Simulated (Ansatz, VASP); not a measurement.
# BaTe: VASP beside Ansatz

```
Ba Te
1.0
     0.00000    3.43347    3.43347
     3.43347    0.00000    3.43347
     3.43347    3.43347    0.00000
Ba Te
1 1
Direct
  0.00000 0.00000 0.00000
  0.50000 0.50000 0.50000
```

Alike in both runs: functional LDA; k mesh 8 × 8 × 8; occupations fermi-dirac, width 0.02 eV; no spin polarisation.

Ansatz relaxed the structure, and its values are those at the end. VASP's run is a single point on that final structure, the one shown.

```csv
,VASP,Ansatz
version,VASP 6.6.1,Ansatz 0.2.0
potentials or method,"VASP PAW LDA potentials, release 64 (Ba_sv, Te), cutoff 520 eV",PAW plane waves
valence electrons in the cell,16,26
```

|  | VASP | Ansatz | Ansatz less VASP |
| --- | --- | --- | --- |
| gap on the k mesh at the Fermi level (eV) | 1.26 | 1.36 | +0.103 |
| pressure (GPa) | 0.4 | 0.0 | -0.45 |

Ansatz warns that its potentials were made for another functional, while VASP's fit it. LDA's correlation is that of Perdew and Zunger in VASP and of Perdew and Wang (1992) in Ansatz. VASP's potentials hold 16 valence electrons a cell and Ansatz's 26, so a difference there can come from the potentials and not from the codes.

Neither program's run includes spin-orbit coupling.
